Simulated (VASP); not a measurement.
# MgO (P6_3mc) in VASP: notebook, part 2 of 2

VASP 6.6.1.

## 3. Single point, PBEsol

File INCAR:

```
PREC = Accurate
ENCUT = 520
EDIFF = 1E-6
ISMEAR = 0
SIGMA = 0.01
LREAL = False
LASPH = True
NELM = 100
ALGO = Normal
ISIF = 2
LWAVE = False
LCHARG = True
GGA = PS
LELF = True
LVHAR = True
NBANDS = 26
```

File KPOINTS:

```
Automatic mesh
0
Gamma
  12 12 2
```

File POSCAR:

```
MgO
1.0
    3.2505941900      0.0000000000      0.0000000000
   -1.6252970900      2.8150971500      0.0000000000
    0.0000000000      0.0000000000     10.3863377300
Mg O
4 4
Direct
    0.3333333300      0.6666666700      0.9696623800
    0.0000000000      0.0000000000      0.2210023100
    0.0000000000      0.0000000000      0.7210023100
    0.6666666700      0.3333333300      0.4696623800
    0.3333333300      0.6666666700      0.7798401500
    0.0000000000      0.0000000000      0.5294933400
    0.0000000000      0.0000000000      0.0294933400
    0.6666666700      0.3333333300      0.2798401500
```

Potentials or basis: VASP PAW PBE potentials, release 64 (Mg, O).

Command:

```console
$ cat potpaw_PBE.64/Mg/POTCAR potpaw_PBE.64/O/POTCAR > POTCAR
$ mpirun -np 1 vasp_std > vasp.out
```

OUTCAR:

```text
PREC = Accurate
   ENCUT = 520
   EDIFF = 1E-6
   ISMEAR = 0
   LREAL = False
   LASPH = True
   NELM = 100
   ISIF = 2
   GGA = PS

 ion  position               nearest neighbor table
   1  0.333  0.667  0.970-   5 1.97   7 1.98   7 1.98   7 1.98   3 3.19   3 3.19   3 3.19   2 3.22
                             2 3.22   2 3.22
   2  0.000  0.000  0.221-   8 1.97   8 1.97   8 1.97   7 1.99   4 3.19   4 3.19   4 3.19   1 3.22
                             1 3.22   1 3.22
   3  0.000  0.000  0.721-   5 1.97   5 1.97   5 1.97   6 1.99   1 3.19   1 3.19   1 3.19   4 3.22
                             4 3.22   4 3.22
   4  0.667  0.333  0.470-   8 1.97   6 1.98   6 1.98   6 1.98   2 3.19   2 3.19   2 3.19   3 3.22
                             3 3.22   3 3.22
   5  0.333  0.667  0.780-   1 1.97   3 1.97   3 1.97   3 1.97
   6  0.000  0.000  0.529-   4 1.98   4 1.98   4 1.98   3 1.99
   7  0.000  0.000  0.029-   1 1.98   1 1.98   1 1.98   2 1.99
   8  0.667  0.333  0.280-   4 1.97   2 1.97   2 1.97   2 1.97

  LATTYP: Found a hexagonal cell.
 ALAT       =     3.2505941900
 C/A-ratio  =     3.1952120514

  Lattice vectors:

 A1 = (   3.2505941900,   0.0000000000,   0.0000000000)
 A2 = (  -1.6252970900,   2.8150971500,   0.0000000000)
 A3 = (   0.0000000000,   0.0000000000,  10.3863377300)

Analysis of symmetry for initial positions (statically):
=====================================================================
 Subroutine PRICEL returns:
 Original cell was already a primitive cell.

 Routine SETGRP: Setting up the symmetry group for a
 hexagonal supercell.

 Subroutine GETGRP returns: Found 12 space group operations
 (whereof  6 operations were pure point group operations)
 out of a pool of 24 trial point group operations.

The static configuration has the point symmetry C_3v.
 The point group associated with its full space group is C_6v.

Analysis of symmetry for dynamics (positions and initial velocities):
=====================================================================
 Subroutine PRICEL returns:
 Original cell was already a primitive cell.

 Routine SETGRP: Setting up the symmetry group for a
 hexagonal supercell.

 Subroutine GETGRP returns: Found 12 space group operations
 (whereof  6 operations were pure point group operations)
 out of a pool of 24 trial point group operations.

The dynamic configuration has the point symmetry C_3v.
 The point group associated with its full space group is C_6v.

 Subroutine INISYM returns: Found 12 space group operations
 (whereof  6 operations are pure point group operations),
 and found     1 'primitive' translations

----------------------------------------------------------------------------------------

                                     Primitive cell

  volume of cell :      95.0427

  direct lattice vectors                    reciprocal lattice vectors
     3.250594190  0.000000000  0.000000000     0.307636063  0.177613763  0.000000000
    -1.625297090  2.815097150  0.000000000     0.000000000  0.355227527  0.000000000
     0.000000000  0.000000000 10.386337730     0.000000000  0.000000000  0.096280328

  length of vectors
     3.250594190  3.250594191 10.386337730     0.355227528  0.355227527  0.096280328

  position of ions in fractional coordinates (direct lattice)
[... 44 lines left out ...]
 Found     38 irreducible k-points:

 Following reciprocal coordinates:
            Coordinates               Weight
  0.000000  0.000000  0.000000      1.000000
  0.083333  0.000000  0.000000      6.000000
  0.166667 -0.000000  0.000000      6.000000
  0.250000 -0.000000  0.000000      6.000000
  0.333333 -0.000000  0.000000      6.000000
  0.416667 -0.000000  0.000000      6.000000
[... 16 lines left out ...]
  0.250000 -0.000000  0.500000      6.000000
  0.333333 -0.000000  0.500000      6.000000
 [... further k-points ...]
   k-points           NKPTS =     38   k-points in BZ     NKDIM =     38   number of bands    NBANDS=     26
   number of dos      NEDOS =    301   number of ions     NIONS =      8
   total plane-waves  NPLWV =  46080
   dimension x,y,z NGX =    24 NGY =   24 NGZ =   80
   dimension x,y,z NGXF=    48 NGYF=   48 NGZF=  160
   ions per type =               4   4
   NGX,Y,Z   is equivalent  to a cutoff of  12.27, 12.27, 12.80 a.u.
   NGXF,Y,Z  is equivalent  to a cutoff of  24.55, 24.55, 25.61 a.u.
 SYSTEM =  unknown system
   PREC   = accura    normal or accurate (medium, high low for compatibility)
   ISTART =      0    job   : 0-new  1-cont  2-samecut
   ICHARG =      2    charge: 1-file 2-atom 10-const
   ISPIN  =      1    spin polarized calculation?
   LNONCOLLINEAR =      F non collinear calculations
   LSORBIT =      F    spin-orbit coupling
   LASPH  =      T    aspherical Exc in radial PAW
   ENCUT  =  520.0 eV  38.22 Ry    6.18 a.u.   6.04  6.04 19.31*2*pi/ulx,y,z
   NELM   =    100;   NELMIN=  2; NELMDL= -5     # of ELM steps
   EDIFF  = 0.1E-05   stopping-criterion for ELM
   LREAL  =      F    real-space projection
   EDIFFG = 0.1E-04   stopping-criterion for IOM
   NSW    =      0    number of steps for IOM
   IBRION =     -1    ionic relax: 0-MD 1-quasi-New 2-CG
   NFREE  =      0    steps in history (QN), initial steepest desc. (CG)
   ISIF   =      2    stress and relaxation
   ISYM   =      2    0-nonsym 1-usesym 2-fastsym
   POTIM  = 0.5000    time-step for ionic-motion
   TEBEG  =    0.0;   TEEND  =   0.0 temperature during run
   PSTRESS=    0.0 pullay stress
   NELECT =      32.0000    total number of electrons
   NUPDOWN=      -1.0000    fix difference up-down
   EMIN   =  10.00;   EMAX   =-10.00  energy-range for DOS
   EFERMI =   0.00;   METHOD = LEGACY
   ISMEAR =     0;   SIGMA  =   0.01  broadening in eV -4-tet -1-fermi 0-gaus
   EFERMI_NEDOS =   21; number of points for ismear=-14 and -15
   IALGO  =     38    algorithm
   IMIX   =      4    mixing-type and parameters
     AMIX     =   0.40;   BMIX     =  1.00
     AMIX_MAG =   1.60;   BMIX_MAG =  1.00
  volume/ion in A,a.u.               =      11.88        80.17
  Fermi-wavevector in a.u.,A,eV,Ry     =   1.138899  2.152207 17.648000  1.297091
  Thomas-Fermi vector in A             =   2.275603
   LORBIT       =      0    0 simple, 1 ext, 2 COOP (PROOUT), +10 PAW based schemes
   GGA     = PS    functional components
   LHFCALC =     F    Hartree Fock is set to
   AEXX    =    0.0000 exact exchange contribution
   IVDW    =     0    specifies the selected vdW correction
   LEPSILON=     F    determine dielectric tensor
   LRPA    =     F    only Hartree local field effects (RPA)
 non-spin polarized calculation
 Gauss-broadening in eV      SIGMA  =   0.01
  energy-cutoff  :      520.00
  volume of cell :       95.04
 maximum number of plane-waves:      2592
   NGX = 13   NGY = 13   NGZ = 39

 number of electron      32.0000021 magnetization

 Free energy of the ion-electron system (eV)
  ---------------------------------------------------
  ext. energy  EPLUGINS =         0.00000000
  ---------------------------------------------------
  free energy    TOTEN  =       -48.93851691 eV

  energy without entropy =      -48.93851691  energy(sigma->0) =      -48.93851691

 E-fermi :   0.8349     XC(G=0):  -9.9523

 val. band max:        0.7535462885   @ k =   0.0000   0.0000   0.0000
 cond. band min:       4.2400627111   @ k =   0.0000   0.0000   0.0000
 fundamental gap:      3.4865164226
 Fermi energy:         0.8349172734

 k-point     1 :       0.0000    0.0000    0.0000
  band No.  band energies     occupation
      1     -15.1709      2.00000
      2     -14.8324      2.00000
      3     -14.8179      2.00000
      4     -14.4491      2.00000
      5      -2.4007      2.00000
      6      -1.2021      2.00000
[... 685 lines left out ...]
     25      13.9293      0.00000
     26      13.9293      0.00000

 [... further k-points ...]
[... 5 lines left out ...]
  --------------------------------------------------------------------------------------
  -------------------------------------------------------------------------------------
  Total        0.2114033      0.2114033      0.3130017      0.0000000     -0.0000000     -0.0000000
  in kB        3.5637214      3.5637214      5.2764124      0.0000000     -0.0000000     -0.0000000
  external PRESSURE =       4.1346184 kB  Pullay stress =       0.0000000 kB

 VOLUME and BASIS-vectors are now :
 -----------------------------------------------------------------------------
  energy-cutoff  :      520.00
  volume of cell :       95.04
      direct lattice vectors                 reciprocal lattice vectors
     3.250594190  0.000000000  0.000000000     0.307636063  0.177613763  0.000000000
    -1.625297090  2.815097150  0.000000000     0.000000000  0.355227527  0.000000000
     0.000000000  0.000000000 10.386337730     0.000000000  0.000000000  0.096280328

 POSITION                                       TOTAL-FORCE (eV/Angst)
 -----------------------------------------------------------------------------------
     -0.00000      1.87673     10.07124        -0.000000      0.000000      0.001311
      0.00000      0.00000      2.29540        -0.000000     -0.000000      0.004476
      0.00000      0.00000      7.48857        -0.000000      0.000000      0.004476
      1.62530      0.93837      4.87807        -0.000000      0.000000      0.001311
     -0.00000      1.87673      8.09968        -0.000000      0.000000     -0.002419
      0.00000      0.00000      5.49950        -0.000000     -0.000000     -0.003368
      0.00000      0.00000      0.30633        -0.000000      0.000000     -0.003368
      1.62530      0.93837      2.90651         0.000000      0.000000     -0.002419
 -----------------------------------------------------------------------------------
    total drift:                               -0.000000     -0.000001     -0.000875

  FREE ENERGIE OF THE ION-ELECTRON SYSTEM (eV)
  ---------------------------------------------------
  free  energy   TOTEN  =       -48.9385169086 eV

  energy  without entropy=      -48.9385169086  energy(sigma->0) =      -48.93851691
```

Wall time 66 s (1 thread of Intel Xeon 6975P-C, shared host); peak memory 0.24 GiB.

What came out:

```
Free energy            : -48.9385 eV
Pressure               : 0.4 GPa
Largest force          : 0.004 eV/Å
Band gap on the k mesh : 3.49 eV, direct
```

Forces on the atoms (eV/Å):
```
Mg   0.000  0.000  0.001
Mg   0.000  0.000  0.004
Mg   0.000  0.000  0.004
Mg   0.000  0.000  0.001
O    0.000  0.000 -0.002
O    0.000  0.000 -0.003
O    0.000  0.000 -0.003
O    0.000  0.000 -0.002
```

Levels at points of the mesh, in eV from the valence-band top:
```tsv
k point	band 13	band 14	band 15	band 16	band 17	band 18	band 19	band 20
(0.00, 0.00, 0.00)	-0.24	-0.13	-0.13	0.00	3.49	5.84	5.95	8.56
(0.50, 0.00, 0.00)	-0.61	-0.59	-0.31	-0.29	6.60	6.94	8.22	8.44
(0.00, 0.00, 0.50)	-0.17	-0.17	-0.17	-0.17	4.33	4.33	7.47	7.47
(0.50, 0.00, 0.50)	-0.57	-0.57	-0.39	-0.39	6.85	6.85	8.13	8.13
```

Caveat: the PAW data sets were made with another functional, which shifts forces and pressure a little. PBEsol gaps usually lie below the measured ones, often by a third to a half.
